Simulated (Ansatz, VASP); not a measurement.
**MoS2: VASP beside Ansatz**

Contents of INCAR:

```
PREC = Accurate
ENCUT = 520
EDIFF = 1E-8
ISMEAR = -1
SIGMA = 0.05
LREAL = False
LASPH = True
NELM = 60
ALGO = Normal
ISIF = 2
LWAVE = False
LCHARG = False
GGA = PE
LEFG = True
NBANDS = 20
```

Contents of KPOINTS:

```
Automatic mesh
0
Gamma
  13 13 13
```

File POSCAR:

```
MoS2
1.0
    1.6131303639      0.9313412498      6.1233300000
   -1.6131303639      0.9313412498      6.1233300000
    0.0000000000     -1.8626824997      6.1233300000
Mo S
1 2
Direct
    0.0000000000      0.0000000000      0.0000000000
    0.7484000000      0.7484000000      0.7484000000
    0.5849000000      0.5849000000      0.5849000000
```

Input for Ansatz:

```yaml
crystal:
  lattice:
    - [1.6131303639, 0.9313412498, 6.12333]
    - [-1.6131303639, 0.9313412498, 6.12333]
    - [0.0, -1.8626824997, 6.12333]
  atoms:
    - { symbol: Mo, position: [0.0, 0.0, 0.0] }
    - { symbol: S, position: [0.7484, 0.7484, 0.7484] }
    - { symbol: S, position: [0.5849, 0.5849, 0.5849] }
kpoints:
  mp_grid: { grid: [13, 13, 13] }
scf:
  occupations: { method: fermi_dirac, width: 0.05 }
hamiltonian:
  xc: pbe
  pseudopotentials: { kind: paw }
output:
  forces: true
  stress: true
  eigenvalues: true
  efg: { contact_densities: true }
```

Change from the starting cell: equal xx and yy strain of +2 %, PAW files.

Alike in both runs: task electric field gradients; functional PBE; k mesh 13 × 13 × 13; occupations fermi-dirac, width 0.05 eV; no spin polarisation.

```csv
,VASP,Ansatz
version,VASP 6.6.1,Ansatz 0.2.0
potentials or method,"VASP PAW PBE potentials, release 64 (Mo_sv, S)","PAW with Ansatz's default frozen-core files, scalar-relativistic"
plane-wave cutoff (eV),520,420
valence electrons in the cell,26,26
```

Ansatz gave:

```
pressure (GPa)                                                : 3.0
traceless stress, the component that is largest in VASP (GPa) : 6.22
rms of the force components (eV/Å)                            : 0.394
size of Vzz on the site where it differs most (V/Å²)          : 92.2
```

Q: Which values does VASP return?

A: Pressure (GPa): 2.9; traceless stress, the component that is largest in VASP (GPa): 6.18; rms of the force components (eV/Å): 0.387; size of Vzz on the site where it differs most (V/Å²): 93.8.

Atom by atom the forces differ by 0.007 eV/Å (rms over components). With one functional, cell and mesh, what is left measures potentials, basis and numerics.
